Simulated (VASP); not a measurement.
# Ga8As3P5: single point with PBEsol

Ga8As3P5:

```
Ga As P
1.0
     7.78507    0.00000    0.00000
     0.00000    6.74207    0.00000
     0.00000    0.00000    6.41259
Ga As P
8 3 5
Direct
  0.00576 0.32937 0.99932
  0.49961 0.33587 0.00645
  0.24449 0.83327 0.00972
  0.75499 0.83727 0.99425
  0.25147 0.16204 0.48970
  0.99696 0.66946 0.49098
  0.75993 0.16148 0.50425
  0.51506 0.66898 0.50697
  0.00471 0.34223 0.37589
  0.00577 0.66451 0.86519
  0.74750 0.17389 0.87062
  0.49653 0.33395 0.36880
  0.25154 0.82460 0.37603
  0.74187 0.83612 0.38187
  0.23866 0.16063 0.87922
  0.49007 0.66914 0.87328
```

```
Program             : VASP 6.6.1
Task                : single point
Functional          : PBEsol
Potentials or basis : VASP PAW PBE potentials, release 64 (Ga_d, As, P)
Cutoff              : 520 eV
k mesh              : 2 × 2 × 2, shifted
Occupations         : fermi-dirac, width 0.05 eV
Spin                : no spin polarisation
```

| Item | Value |
| --- | --- |
| Pressure | 0.4 GPa |
| Largest force | 1.600 eV/Å |
| Band gap on the k mesh | 2.11 eV, indirect (least direct gap 2.13 eV) |

Forces in eV/Å, atoms in the order of the input:
```
Ga  -0.228  0.161 -0.015
Ga  -1.057  0.218 -0.429
Ga   0.632  0.314 -0.075
Ga  -0.875 -0.610  0.490
Ga   0.406 -0.313  0.778
Ga  -0.033  1.051 -0.016
Ga  -0.975  0.405 -0.907
Ga  -1.423 -0.703  0.049
As  -0.275 -0.823 -0.431
As  -0.437 -0.094  0.338
As   0.163 -0.124  0.551
P    0.753 -0.027  0.802
P    0.250  0.290  0.118
P    1.193  0.165 -1.054
P    1.249  0.049 -0.623
P    0.657  0.040  0.427
```

Stress tensor (GPa, compression positive):
```
-0.51  0.02 -0.81
 0.02  0.90  0.19
-0.81  0.19  0.83
```

Levels at points of the mesh, in eV from the valence-band top:
```
           k point  band 69  band 70  band 71  band 72  band 73  band 74  band 75  band 76
(0.25, 0.25, 0.25)    -0.90    -0.73    -0.37    -0.03     2.27     2.59     2.91     2.98
```

Wall time 78 s on 1 thread of Intel(R) Xeon(R) 6975P-C (Granite Rapids), on a shared host, peak memory 0.38 GiB.

Caveat: the PAW data sets were made with another functional, which shifts forces and pressure a little. A k mesh can miss the band edges.
